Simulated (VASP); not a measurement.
# Hg (C2/m) in VASP: further runs

Hg is run at these levels: PBE; tasks: single point.

All numbers are computed with VASP 6.6.1; they aren't measurements. Logs are shortened: lines on timing, memory, paths and dates and some standing lists are left out, and cuts for length are marked.

## Step 1: The cell of the first run

It takes space group C2/m (No. 12, monoclinic). The conventional cell has a = 4.216 Å, b = 3.861 Å, c = 2.887 Å, α = 90.00°, β = 96.54°, γ = 90.00°. Within 3.8 Å of Hg (site symmetry 2/m) lie 6 Hg at 2.86 to 2.89 Å.

## Step 2: Single point, PBE

Input file INCAR:

```
ALGO = Normal
EDIFF = 1E-6
ENCUT = 500
GGA = PE
GGA_COMPAT = False
ISIF = 2
ISMEAR = 0
LASPH = True
LCHARG = False
LREAL = False
LWAVE = False
NBANDS = 12
NELM = 120
PREC = Accurate
SIGMA = 0.1
```

Input file KPOINTS:

```
k-points
0
Gamma
  6 6 6
```

Input file POSCAR:

```
Hg
1.0
    2.1078432841     -1.9303466397      0.0000000000
    2.1078432841      1.9303466397      0.0000000000
   -0.3290451625      0.0000000000      2.8681698806
Hg
1
Direct
    0.5000000000      0.5000000000      0.5000000000
```

Potentials or basis: VASP PAW PBE potentials, release 64 (Hg).

On the command line:

```
$ cat potpaw_PBE.64/Hg/POTCAR > POTCAR
$ mpirun -np 1 vasp_std > vasp.out
```

OUTCAR:

```text
EDIFF = 1E-6
   ENCUT = 500
   GGA = PE
   ISIF = 2
   ISMEAR = 0
   LASPH = True
   LREAL = False
   NELM = 120
   PREC = Accurate

 ion  position               nearest neighbor table
   1  0.500  0.500  0.500-

  LATTYP: Found a base centered monoclinic cell.
 ALAT       =     4.2156865682
 B/A-ratio  =     0.9157922955
 C/A-ratio  =     0.6848191074
 COS(beta)  =    -0.1139754530

  Lattice vectors:

 A1 = (   2.1078432841,  -1.9303466397,   0.0000000000)
 A2 = (   2.1078432841,   1.9303466397,   0.0000000000)
 A3 = (  -0.3290451625,   0.0000000000,   2.8681698806)

Analysis of symmetry for initial positions (statically):
=====================================================================
 Subroutine PRICEL returns:
 Original cell was already a primitive cell.

 Routine SETGRP: Setting up the symmetry group for a
 base centered monoclinic supercell.

 Subroutine GETGRP returns: Found  4 space group operations
 (whereof  4 operations were pure point group operations)
 out of a pool of  4 trial point group operations.

The static configuration has the point symmetry C_2h.

Analysis of symmetry for dynamics (positions and initial velocities):
=====================================================================
 Subroutine PRICEL returns:
 Original cell was already a primitive cell.

 Routine SETGRP: Setting up the symmetry group for a
 base centered monoclinic supercell.

 Subroutine GETGRP returns: Found  4 space group operations
 (whereof  4 operations were pure point group operations)
 out of a pool of  4 trial point group operations.

The dynamic configuration has the point symmetry C_2h.

 Subroutine INISYM returns: Found  4 space group operations
 (whereof  4 operations are pure point group operations),
 and found     1 'primitive' translations

----------------------------------------------------------------------------------------

                                     Primitive cell

  volume of cell :      23.3404

  direct lattice vectors                    reciprocal lattice vectors
     2.107843284 -1.930346640  0.000000000     0.237209286 -0.259020836  0.027213370
     2.107843284  1.930346640  0.000000000     0.237209286  0.259020836  0.027213370
    -0.329045162  0.000000000  2.868169881     0.000000000  0.000000000  0.348654383

  length of vectors
     2.858188493  2.858188493  2.886982713     0.352279159  0.352279159  0.348654383

  position of ions in fractional coordinates (direct lattice)
     0.500000000  0.500000000  0.500000000

  ion indices of the primitive-cell ions
[... 78 lines left out ...]
   IBRION =     -1    ionic relax: 0-MD 1-quasi-New 2-CG
   NFREE  =      0    steps in history (QN), initial steepest desc. (CG)
   ISIF   =      2    stress and relaxation
   ISYM   =      2    0-nonsym 1-usesym 2-fastsym
   POTIM  = 0.5000    time-step for ionic-motion
   TEBEG  =    0.0;   TEEND  =   0.0 temperature during run
   PSTRESS=    0.0 pullay stress
   NELECT =      12.0000    total number of electrons
   NUPDOWN=      -1.0000    fix difference up-down
   EMIN   =  10.00;   EMAX   =-10.00  energy-range for DOS
   EFERMI =   0.00;   METHOD = LEGACY
   ISMEAR =     0;   SIGMA  =   0.10  broadening in eV -4-tet -1-fermi 0-gaus
   EFERMI_NEDOS =   21; number of points for ismear=-14 and -15
   IALGO  =     38    algorithm
   IMIX   =      4    mixing-type and parameters
     AMIX     =   0.40;   BMIX     =  1.00
     AMIX_MAG =   1.60;   BMIX_MAG =  1.00
  volume/ion in A,a.u.               =      23.34       157.51
  Fermi-wavevector in a.u.,A,eV,Ry     =   1.311492  2.478361 23.402185  1.720012
  Thomas-Fermi vector in A             =   2.441950
   LORBIT       =      0    0 simple, 1 ext, 2 COOP (PROOUT), +10 PAW based schemes
   GGA     = PE    functional components
   LHFCALC =     F    Hartree Fock is set to
   AEXX    =    0.0000 exact exchange contribution
   IVDW    =     0    specifies the selected vdW correction
   LEPSILON=     F    determine dielectric tensor
   LRPA    =     F    only Hartree local field effects (RPA)
 non-spin polarized calculation
 Gauss-broadening in eV      SIGMA  =   0.10
  energy-cutoff  :      500.00
  volume of cell :       23.34
 maximum number of plane-waves:       606
 NGX is ok and might be reduce to    24
   NGX = 11   NGY = 11   NGZ = 11

 number of electron      12.0000000 magnetization

 Free energy of the ion-electron system (eV)
  ---------------------------------------------------
  ext. energy  EPLUGINS =         0.00000000
  ---------------------------------------------------
  free energy    TOTEN  =        -0.04397123 eV

  energy without entropy =       -0.04324646  energy(sigma->0) =       -0.04360884

 E-fermi :   2.6637     XC(G=0): -10.8395

 val. band max:        2.4504300605   @ k =   0.5000   0.1667   0.1667
 cond. band min:       2.6741322718   @ k =   0.3333   0.3333   0.5000
 fundamental gap:      0.2237022113
 Fermi energy:         2.6636566674

 k-point     1 :       0.0000    0.0000    0.0000
  band No.  band energies     occupation
      1      -6.4666      2.00000
      2      -5.7348      2.00000
      3      -5.6843      2.00000
      4      -3.0806      2.00000
      5      -3.0631      2.00000
      6      -3.0175      2.00000
      7      13.6719      0.00000
      8      14.0451      0.00000
      9      14.1015      0.00000
     10      17.9688      0.00000
     11      19.7468      0.00000
     12      19.9669      0.00000
[... 331 lines left out ...]
 k-point    24 :      -0.1667    0.1667    0.1667
  band No.  band energies     occupation
      1      -5.1382      2.00000
      2      -5.0261      2.00000
      3      -4.8121      2.00000
      4      -3.5645      2.00000
      5      -3.4252      2.00000
      6      -3.2035      2.00000
      7      10.3576      0.00000
      8      11.3272      0.00000
      9      11.7029      0.00000
     10      20.8313      0.00000
     11      22.8591      0.00000
     12      24.7213      0.00000

 [... further k-points ...]
[... 5 lines left out ...]
  --------------------------------------------------------------------------------------
  -------------------------------------------------------------------------------------
  Total        1.6685970      1.5355073      1.3681452      0.0000000      0.0000000     -0.0478470
  in kB      114.5390415    105.4032441     93.9148529      0.0000000      0.0000000     -3.2844048
  external PRESSURE =     104.6190462 kB  Pullay stress =       0.0000000 kB

 VOLUME and BASIS-vectors are now :
 -----------------------------------------------------------------------------
  energy-cutoff  :      500.00
  volume of cell :       23.34
      direct lattice vectors                 reciprocal lattice vectors
     2.107843284 -1.930346640  0.000000000     0.237209286 -0.259020836  0.027213370
     2.107843284  1.930346640  0.000000000     0.237209286  0.259020836  0.027213370
    -0.329045162  0.000000000  2.868169881     0.000000000  0.000000000  0.348654383

 POSITION                                       TOTAL-FORCE (eV/Angst)
 -----------------------------------------------------------------------------------
      1.94332      0.00000      1.43408        -0.000000      0.000000      0.000000
 -----------------------------------------------------------------------------------
    total drift:                               -0.000000     -0.000000     -0.000000

  FREE ENERGIE OF THE ION-ELECTRON SYSTEM (eV)
  ---------------------------------------------------
  free  energy   TOTEN  =        -0.0439712250 eV

  energy  without entropy=       -0.0432464614  energy(sigma->0) =       -0.04360884
```

OSZICAR:

```text
N       E                     dE             d eps       ncg     rms          rms(c)
DAV:   1     0.746224030269E+02    0.74622E+02   -0.63850E+03  1640   0.942E+02
DAV:   2     0.113061441665E+01   -0.73492E+02   -0.69626E+02  1808   0.233E+02
DAV:   3    -0.923879535342E-01   -0.12230E+01   -0.12223E+01  1948   0.332E+01
DAV:   4    -0.936404930972E-01   -0.12525E-02   -0.12525E-02  1776   0.110E+00
DAV:   5    -0.936424156437E-01   -0.19225E-05   -0.19227E-05  1944   0.411E-02    0.522E+00
DAV:   6    -0.496150857402E-01    0.44027E-01   -0.97787E-02  1880   0.360E+00    0.365E+00
DAV:   7    -0.443305474273E-01    0.52845E-02   -0.20192E-02  1912   0.145E+00    0.124E+00
DAV:   8    -0.439408445648E-01    0.38970E-03   -0.22532E-03  1800   0.623E-01    0.665E-02
DAV:   9    -0.439594020802E-01   -0.18558E-04   -0.98738E-06  1900   0.316E-02    0.188E-02
DAV:  10    -0.439711484742E-01   -0.11746E-04   -0.10281E-05  1728   0.314E-02    0.445E-03
DAV:  11    -0.439712250354E-01   -0.76561E-07   -0.10086E-07  1104   0.293E-03
   1 F= -.43971225E-01 E0= -.43608843E-01  d E =-.724764E-03
```

Run time: 8.2 s. Hardware: 1 thread of Intel Xeon Platinum 8488C (Sapphire Rapids), shared host; peak memory 0.15 GiB.

Results:

```
Free energy            : -0.0440 eV
Pressure               : 10.5 GPa
Band gap on the k mesh : zero (band 6 reaches 6.46 eV, above the bottom of band 7 at 0.61 eV)
```

Stress tensor (GPa, compression positive):
```
11.45  0.00 -0.33
 0.00 10.54  0.00
-0.33  0.00  9.39
```

Levels at points of the mesh, in eV from the Fermi level:
| k point | band 2 | band 3 | band 4 | band 5 | band 6 | band 7 | band 8 | band 9 | band 10 | band 11 |
| --- | --- | --- | --- | --- | --- | --- | --- | --- | --- | --- |
| (0.00, 0.00, 0.00) | -8.40 | -8.35 | -5.74 | -5.73 | -5.68 | 11.01 | 11.38 | 11.44 | 15.31 | 17.08 |
| (0.50, 0.00, 0.00) | -8.06 | -6.58 | -6.45 | -5.65 | -2.09 | -2.01 | 14.21 | 14.54 | 16.89 | 17.67 |
| (0.50, 0.50, 0.00) | -7.82 | -6.43 | -6.38 | -4.89 | 1.04 | 1.88 | 2.50 | 8.43 | 16.58 | 19.73 |
| (0.00, 0.00, 0.50) | -8.15 | -6.52 | -6.41 | -5.64 | -2.28 | -2.05 | 14.44 | 14.58 | 17.00 | 17.64 |
| (0.50, 0.00, 0.50) | -7.92 | -6.39 | -6.32 | -4.94 | 1.00 | 1.73 | 2.37 | 8.32 | 16.79 | 19.88 |
| (0.50, 0.50, 0.50) | -7.70 | -7.66 | -4.91 | -4.86 | 3.80 | 6.10 | 6.35 | 6.36 | 9.29 | 11.98 |

Caveat: the k points lie up to 0.37 Å⁻¹ apart; spin-orbit coupling is left out, which moves the levels of the heavy elements.

(Continued in part 2 of 2.)
